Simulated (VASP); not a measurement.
# Mn (P6_3/mmc) in VASP: notebook

Mn is run at these levels: PBEsol; tasks: single point.

Program: VASP 6.6.1. These are calculated values, not measurements. Logs are shortened: lines on timing, memory, paths and dates and some standing lists are left out, and cuts for length are marked.

### 1 The cell of the first run

Symmetry: P6_3/mmc, No. 194, hexagonal system. Conventional cell: a = 2.409 Å, b = 2.409 Å, c = 3.905 Å, α = 90.00°, β = 90.00°, γ = 120.00°. Within 3.2 Å of Mn (site symmetry -6m2) lie 12 Mn at 2.40 to 2.41 Å.

### 2 Single point, PBEsol (strain -0.030 along x and y, -0.030 along z)

Input file INCAR:

```
  PREC = Accurate
  ENCUT = 520
  EDIFF = 1E-6
  ISMEAR = 0
  SIGMA = 0.15
  LREAL = F
  LASPH = T
  NELM = 60
  ALGO = Normal
  ISIF = 2
  LWAVE = F
  LCHARG = F
  GGA = PS
  NBANDS = 20
```

Input file KPOINTS:

```
regular mesh
0
Gamma
  21 21 12
```

Input file POSCAR:

```
Mn
1.0
    2.4091363974      0.0000000000      0.0000000000
   -1.2045681987      2.0863733214      0.0000000000
    0.0000000000      0.0000000000      3.9054091500
Mn
2
Direct
    0.6666666667      0.3333333333      0.7500000000
    0.3333333333      0.6666666667      0.2500000000
```

Potentials or basis: VASP PAW PBE potentials, release 64 (Mn_pv).

On the command line:

```
$ cat potpaw_PBE.64/Mn_pv/POTCAR > POTCAR
$ mpirun -np 1 vasp_std > vasp.out
```

OUTCAR:

```text
PREC = Accurate
   ENCUT = 520
   EDIFF = 1E-6
   ISMEAR = 0
   LREAL = F
   LASPH = T
   NELM = 60
   ISIF = 2
   GGA = PS

 ion  position               nearest neighbor table
   1  0.667  0.333  0.750-   2 2.40   2 2.40   2 2.40   2 2.40   2 2.40   2 2.40
   2  0.333  0.667  0.250-   1 2.40   1 2.40   1 2.40   1 2.40   1 2.40   1 2.40

  LATTYP: Found a hexagonal cell.
 ALAT       =     2.4091363974
 C/A-ratio  =     1.6210826229

  Lattice vectors:

 A1 = (   2.4091363974,   0.0000000000,   0.0000000000)
 A2 = (  -1.2045681987,   2.0863733214,   0.0000000000)
 A3 = (   0.0000000000,   0.0000000000,   3.9054091500)

Analysis of symmetry for initial positions (statically):
=====================================================================
 Subroutine PRICEL returns:
 Original cell was already a primitive cell.

 Routine SETGRP: Setting up the symmetry group for a
 hexagonal supercell.

 Subroutine GETGRP returns: Found 24 space group operations
 (whereof 12 operations were pure point group operations)
 out of a pool of 24 trial point group operations.

The static configuration has the point symmetry D_3d.
 The point group associated with its full space group is D_6h.

Analysis of symmetry for dynamics (positions and initial velocities):
=====================================================================
 Subroutine PRICEL returns:
 Original cell was already a primitive cell.

 Routine SETGRP: Setting up the symmetry group for a
 hexagonal supercell.

 Subroutine GETGRP returns: Found 24 space group operations
 (whereof 12 operations were pure point group operations)
 out of a pool of 24 trial point group operations.

The dynamic configuration has the point symmetry D_3d.
 The point group associated with its full space group is D_6h.

 Subroutine INISYM returns: Found 24 space group operations
 (whereof 12 operations are pure point group operations),
 and found     1 'primitive' translations

----------------------------------------------------------------------------------------

                                     Primitive cell

  volume of cell :      19.6300

  direct lattice vectors                    reciprocal lattice vectors
[... 80 lines left out ...]
   ICHARG =      2    charge: 1-file 2-atom 10-const
   ISPIN  =      1    spin polarized calculation?
   LNONCOLLINEAR =      F non collinear calculations
   LSORBIT =      F    spin-orbit coupling
   LASPH  =      T    aspherical Exc in radial PAW
   ENCUT  =  520.0 eV  38.22 Ry    6.18 a.u.   4.48  4.48  7.26*2*pi/ulx,y,z
   NELM   =     60;   NELMIN=  2; NELMDL= -5     # of ELM steps
   EDIFF  = 0.1E-05   stopping-criterion for ELM
   LREAL  =      F    real-space projection
   EDIFFG = 0.1E-04   stopping-criterion for IOM
   NSW    =      0    number of steps for IOM
   IBRION =     -1    ionic relax: 0-MD 1-quasi-New 2-CG
   NFREE  =      0    steps in history (QN), initial steepest desc. (CG)
   ISIF   =      2    stress and relaxation
   ISYM   =      2    0-nonsym 1-usesym 2-fastsym
   POTIM  = 0.5000    time-step for ionic-motion
   TEBEG  =    0.0;   TEEND  =   0.0 temperature during run
   PSTRESS=    0.0 pullay stress
   NELECT =      26.0000    total number of electrons
   NUPDOWN=      -1.0000    fix difference up-down
   EMIN   =  10.00;   EMAX   =-10.00  energy-range for DOS
   EFERMI =   0.00;   METHOD = LEGACY
   ISMEAR =     0;   SIGMA  =   0.15  broadening in eV -4-tet -1-fermi 0-gaus
   EFERMI_NEDOS =   21; number of points for ismear=-14 and -15
   IALGO  =     38    algorithm
   IMIX   =      4    mixing-type and parameters
     AMIX     =   0.40;   BMIX     =  1.00
     AMIX_MAG =   1.60;   BMIX_MAG =  1.00
  volume/ion in A,a.u.               =       9.81        66.23
  Fermi-wavevector in a.u.,A,eV,Ry     =   1.797874  3.397490 43.978813  3.232352
  Thomas-Fermi vector in A             =   2.859128
   LORBIT       =      0    0 simple, 1 ext, 2 COOP (PROOUT), +10 PAW based schemes
   GGA     = PS    functional components
   LHFCALC =     F    Hartree Fock is set to
   AEXX    =    0.0000 exact exchange contribution
   IVDW    =     0    specifies the selected vdW correction
   LEPSILON=     F    determine dielectric tensor
   LRPA    =     F    only Hartree local field effects (RPA)
 non-spin polarized calculation
 Gauss-broadening in eV      SIGMA  =   0.15
  energy-cutoff  :      520.00
  volume of cell :       19.63
 maximum number of plane-waves:       549
 NGX is ok and might be reduce to    18
   NGX =  9   NGY =  9   NGZ = 15

 number of electron      25.9999990 magnetization

 Free energy of the ion-electron system (eV)
  ---------------------------------------------------
  ext. energy  EPLUGINS =         0.00000000
  ---------------------------------------------------
  free energy    TOTEN  =       -19.37704017 eV

  energy without entropy =      -19.34931717  energy(sigma->0) =      -19.36317867

 E-fermi :  11.5293     XC(G=0): -14.7504

 val. band max:       11.5254577235   @ k =   0.2857   0.2857   0.5000
 cond. band min:      11.5380645368   @ k =   0.3333   0.3333   0.5000
 fundamental gap:      0.0126068133
 Fermi energy:        11.5292890697

 k-point     1 :       0.0000    0.0000    0.0000
  band No.  band energies     occupation
      1     -36.7656      2.00000
      2     -35.8647      2.00000
      3     -35.8647      2.00000
      4     -35.7274      2.00000
      5     -35.7274      2.00000
      6     -35.7192      2.00000
[... 541 lines left out ...]
     19      21.9150      0.00000
     20      27.8027      0.00000

 [... further k-points ...]

------------------------ aborting loop because EDIFF is reached ----------------------------------------

  FORCE on cell =-STRESS in cart. coord.  units (eV):
  Direction    XX          YY          ZZ          XY          YZ          ZX
  --------------------------------------------------------------------------------------
  -------------------------------------------------------------------------------------
  Total        2.1867483      2.1867483      2.0191949      0.0000000      0.0000000      0.0000000
  in kB      178.4799505    178.4799506    164.8044263      0.0000000      0.0000000      0.0000000
  external PRESSURE =     173.9214424 kB  Pullay stress =       0.0000000 kB

 VOLUME and BASIS-vectors are now :
 -----------------------------------------------------------------------------
  energy-cutoff  :      520.00
  volume of cell :       19.63
      direct lattice vectors                 reciprocal lattice vectors
     2.409136397  0.000000000  0.000000000     0.415086502  0.239650304  0.000000000
    -1.204568199  2.086373321  0.000000000     0.000000000  0.479300607  0.000000000
     0.000000000  0.000000000  3.905409150     0.000000000  0.000000000  0.256055118

 POSITION                                       TOTAL-FORCE (eV/Angst)
 -----------------------------------------------------------------------------------
      1.20457      0.69546      2.92906        -0.000000     -0.000000      0.000000
     -0.00000      1.39092      0.97635         0.000000      0.000000      0.000000
 -----------------------------------------------------------------------------------
    total drift:                               -0.000000      0.000000     -0.000000

  FREE ENERGIE OF THE ION-ELECTRON SYSTEM (eV)
  ---------------------------------------------------
  free  energy   TOTEN  =       -19.3770401723 eV

  energy  without entropy=      -19.3493171683  energy(sigma->0) =      -19.36317867
```

OSZICAR:

```text
N       E                     dE             d eps       ncg     rms          rms(c)
DAV:   1     0.241766332492E+03    0.24177E+03   -0.15629E+04 13632   0.187E+03
DAV:   2    -0.138236294653E+02   -0.25559E+03   -0.24737E+03 13484   0.460E+02
DAV:   3    -0.228482237232E+02   -0.90246E+01   -0.89550E+01 14428   0.102E+02
DAV:   4    -0.229337471412E+02   -0.85523E-01   -0.85516E-01 14480   0.982E+00
DAV:   5    -0.229353596291E+02   -0.16125E-02   -0.16125E-02 14596   0.137E+00    0.220E+01
DAV:   6    -0.194784096547E+02    0.34569E+01   -0.15030E+01 14052   0.527E+01    0.235E+00
DAV:   7    -0.194036514627E+02    0.74758E-01   -0.42276E-01 14136   0.868E+00    0.103E+00
DAV:   8    -0.193774091215E+02    0.26242E-01   -0.65602E-03 14712   0.104E+00    0.192E-01
DAV:   9    -0.193770383797E+02    0.37074E-03   -0.12436E-03 14240   0.430E-01    0.353E-02
DAV:  10    -0.193770390169E+02   -0.63722E-06   -0.18029E-05 14684   0.499E-02    0.680E-03
DAV:  11    -0.193770407154E+02   -0.16985E-05   -0.31162E-06 13204   0.239E-02    0.232E-03
DAV:  12    -0.193770401723E+02    0.54318E-06   -0.81742E-08  7024   0.377E-03
   1 F= -.19377040E+02 E0= -.19363179E+02  d E =-.277230E-01
```

Wall time 38 s (1 thread of Intel Xeon 6975P-C (Granite Rapids), shared host); peak memory 0.21 GiB.

What came out:

```
Free energy            : -19.3770 eV
Pressure               : 17.4 GPa
Band gap on the k mesh : zero (band 13 reaches 12.64 eV, above the bottom of band 14 at 10.35 eV)
```

Caveat: the cell differs from its parent crystal (strain -0.030 along x and y, -0.030 along z); the PAW data sets were made with another functional, which shifts forces and pressure a little; the run has no spin polarisation, though such a crystal can be magnetic.

### 3 Single point, PBEsol (strain -0.030 along x and y, -0.015 along z)

Input file INCAR:

```
SYSTEM = Mn
PREC = Accurate ; ENCUT = 520
EDIFF = 1E-6 ; ISMEAR = 0
SIGMA = 0.15 ; LREAL = .FALSE.
LASPH = .TRUE. ; NELM = 80
ALGO = Fast ; ISIF = 2
LWAVE = .FALSE. ; LCHARG = .TRUE.
GGA = PS ; LELF = .TRUE.
LVHAR = .TRUE. ; NBANDS = 20
```

Input file KPOINTS:

```
regular mesh
0
G
  21 21 12
  0 0 0
```

Changes to POSCAR since step 2:

```diff
@@ -4,3 +4,3 @@
    -1.2045681987      2.0863733214      0.0000000000
-    0.0000000000      0.0000000000      3.9054091500
+    0.0000000000      0.0000000000      3.9658020750
 Mn
```

Potentials or basis: VASP PAW PBE potentials, release 64 (Mn_pv).

On the command line:

```
$ cat potpaw_PBE.64/Mn_pv/POTCAR > POTCAR
$ mpirun -np 1 vasp_std > vasp.out
```

Run time: 1.8 min. Hardware: 1 thread of Intel Xeon Platinum 8375C at 2.90GHz (Ice Lake), shared host; peak memory 0.21 GiB.

Results (log left out):

```
Free energy            : -19.3988 eV
Pressure               : 11.8 GPa
Band gap on the k mesh : zero (band 13 reaches 12.39 eV, above the bottom of band 14 at 10.19 eV)
```

Stress tensor (GPa, compression positive):
```
14.43  0.00  0.00
 0.00 14.43  0.00
 0.00  0.00  6.48
```

Levels at points of the mesh, in eV from the Fermi level:
```csv
k point,band 11,band 12,band 13,band 14,band 15,band 16
"(0.00, 0.00, 0.00)",-1.06,-0.56,-0.56,0.12,0.12,0.62
"(0.00, 0.00, 0.50)",-1.12,-1.12,-1.12,-1.12,1.30,1.30
```

Caveat: the cell differs from its parent crystal (strain -0.030 along x and y, -0.015 along z); the PAW data sets were made with another functional, which shifts forces and pressure a little; the run has no spin polarisation, though such a crystal can be magnetic.

### 4 Single point, PBEsol (strain -0.030 along x and y, +0.000 along z)

Input file INCAR:

```
PREC = Accurate
ENCUT = 520
EDIFF = 1E-7
ISMEAR = 0
SIGMA = 0.15
LREAL = False
LASPH = True
NELM = 60
ALGO = Fast
ISIF = 2
LWAVE = False
LCHARG = True
GGA = PS
LELF = True
LVHAR = True
NBANDS = 20
```

Input file KPOINTS:

```
Automatic mesh
0
Gamma
  21 21 12
```

Changes to POSCAR since step 3:

```diff
@@ -4,3 +4,3 @@
    -1.2045681987      2.0863733214      0.0000000000
-    0.0000000000      0.0000000000      3.9658020750
+    0.0000000000      0.0000000000      4.0261950000
 Mn
```

On the command line:

```
$ cat potpaw_PBE.64/Mn_pv/POTCAR > POTCAR
$ mpirun -np 1 vasp_std > vasp.out
```

It took 2.1 min on 1 thread of Intel Xeon Platinum 8375C at 2.90GHz (Ice Lake), shared host; peak memory 0.21 GiB.

Results (log left out):

- Free energy: -19.4025 eV
- Pressure: 7.0 GPa
- Band gap on the k mesh: zero (band 13 reaches 12.15 eV, above the bottom of band 14 at 10.02 eV)

Stress tensor (GPa, compression positive):
```
11.63  0.00  0.00
 0.00 11.63  0.00
 0.00  0.00 -2.39
```

Levels at points of the mesh, in eV from the Fermi level:
```tsv
k point	band 9	band 10	band 11	band 12	band 13	band 14	band 15	band 16	band 17	band 18
(0.00, 0.00, 0.00)	-1.34	-1.04	-1.04	-0.58	-0.58	0.18	0.18	0.39	1.71	1.71
(0.00, 0.00, 0.50)	-1.86	-1.86	-1.08	-1.08	-1.08	-1.08	1.26	1.26	1.26	1.26
```

Caveat: the cell differs from its parent crystal (strain -0.030 along x and y, +0.000 along z); the PAW data sets were made with another functional, which shifts forces and pressure a little; the run has no spin polarisation, though such a crystal can be magnetic. Spin polarisation is off, so any magnetic state and its effect on volume and gap are missing.

### 5 Single point, PBEsol (strain -0.015 along x and y, -0.030 along z)

Input file INCAR:

```
SYSTEM = Mn
ALGO = Fast
EDIFF = 1E-6
ENCUT = 520
GGA = PS
ISIF = 2
ISMEAR = 0
LASPH = .True.
LCHARG = .False.
LREAL = .False.
LWAVE = .False.
NBANDS = 20
NELM = 100
PREC = Accurate
SIGMA = 0.15
```

Input file KPOINTS:

```
k-points
0
Gamma
  21 21 12
  0 0 0
```

Input file POSCAR:

```
Mn
1.0
    2.4463910840      0.0000000000      0.0000000000
   -1.2231955420      2.1186368263      0.0000000000
    0.0000000000      0.0000000000      3.9054091500
Mn
2
Direct
    0.6666666667      0.3333333333      0.7500000000
    0.3333333333      0.6666666667      0.2500000000
```

On the command line:

```
$ cat potpaw_PBE.64/Mn_pv/POTCAR > POTCAR
$ mpirun -np 1 vasp_std > vasp.out
```

Wall time 2 min (1 thread of Intel Xeon Platinum 8375C at 2.90GHz (Ice Lake), shared host); peak memory 0.21 GiB.

The run converged. Its results:

| Item | Value |
| --- | --- |
| Free energy | -19.4196 eV |
| Pressure | 6.3 GPa |
| Band gap on the k mesh | zero (band 13 reaches 12.13 eV, above the bottom of band 14 at 9.90 eV) |

Stress tensor (GPa, compression positive):
```
4.70 0.00 0.00
0.00 4.70 0.00
0.00 0.00 9.54
```

Levels at points of the mesh, in eV from the Fermi level:
```
           k point  band 9  band 10  band 11  band 12  band 13  band 14  band 15  band 16  band 17  band 18
(0.00, 0.00, 0.00)   -1.05    -1.05    -0.94    -0.50    -0.50    -0.01    -0.01     1.02     1.77     1.77
(0.00, 0.00, 0.50)   -1.57    -1.57    -1.16    -1.16    -1.16    -1.16     1.32     1.32     1.32     1.32
```

Caveat: the cell differs from its parent crystal (strain -0.015 along x and y, -0.030 along z); the PAW data sets were made with another functional, which shifts forces and pressure a little; the run has no spin polarisation, though such a crystal can be magnetic.

### 6 Single point, PBEsol (strain -0.030 along x and y, +0.015 along z)

Input file INCAR:

```
  PREC = Accurate
  ENCUT = 520
  EDIFF = 1E-7
  ISMEAR = 0
  SIGMA = 0.15
  LREAL = F
  LASPH = T
  NELM = 60
  ALGO = Fast
  ISIF = 2
  LWAVE = F
  LCHARG = F
  GGA = PS
  NBANDS = 20
```

Input file KPOINTS:

```
regular mesh
0
Gamma
  21 21 12
```

Input file POSCAR:

```
Mn
1.0
    2.4091363974      0.0000000000      0.0000000000
   -1.2045681987      2.0863733214      0.0000000000
    0.0000000000      0.0000000000      4.0865879250
Mn
2
Direct
    0.6666666667      0.3333333333      0.7500000000
    0.3333333333      0.6666666667      0.2500000000
```

Potentials or basis: VASP PAW PBE potentials, release 64 (Mn_pv).

On the command line:

```
$ cat potpaw_PBE.64/Mn_pv/POTCAR > POTCAR
$ mpirun -np 1 vasp_std > vasp.out
```

Run time: 2.3 min. Hardware: 1 thread of Intel Xeon Platinum 8375C at 2.90GHz (Ice Lake), shared host; peak memory 0.21 GiB.

The run converged. Its results:

```yaml
Free_energy: -19.3896 eV
Pressure: 2.1 GPa
Band_gap_on_the_k_mesh: zero (band 13 reaches 11.91 eV, above the bottom of band 14 at 9.86 eV)
```

Stress tensor (GPa, compression positive):
```
  8.72   0.00   0.00
  0.00   8.72   0.00
  0.00   0.00 -11.01
```

Levels at points of the mesh, in eV from the Fermi level:
```tsv
k point	band 11	band 12	band 13	band 14	band 15	band 16
(0.00, 0.00, 0.00)	-1.01	-0.59	-0.59	0.17	0.24	0.24
(0.00, 0.00, 0.50)	-1.04	-1.04	-1.04	-1.04	1.22	1.22
```

Caveat: the cell differs from its parent crystal (strain -0.030 along x and y, +0.015 along z); the PAW data sets were made with another functional, which shifts forces and pressure a little; the run has no spin polarisation, though such a crystal can be magnetic.

### 7 Summary

```tsv
cell	gap on the mesh (eV)	pressure (GPa)
a = 2.409, b = 2.409, c = 3.905 Å, angles 90.0, 90.0, 120.0°, 2 atoms	none	17.4
a = 2.409, b = 2.409, c = 3.966 Å, angles 90.0, 90.0, 120.0°, 2 atoms	none	11.8
a = 2.409, b = 2.409, c = 4.026 Å, angles 90.0, 90.0, 120.0°, 2 atoms	none	7.0
a = 2.446, b = 2.446, c = 3.905 Å, angles 90.0, 90.0, 120.0°, 2 atoms	none	6.3
a = 2.409, b = 2.409, c = 4.087 Å, angles 90.0, 90.0, 120.0°, 2 atoms	none	2.1
```

Alike in all rows: task single point; level PBEsol; potentials or basis VASP PAW PBE potentials, release 64 (Mn_pv); no spin polarisation; k mesh 21 × 21 × 12; cutoff (eV) 520; smearing gaussian 0.15 eV.

Caveats: the PAW data sets were made with another functional, which shifts forces and pressure a little; the run has no spin polarisation, though such a crystal can be magnetic.

Total energies depend on the potentials used, so only differences within one code and one set of settings carry meaning.
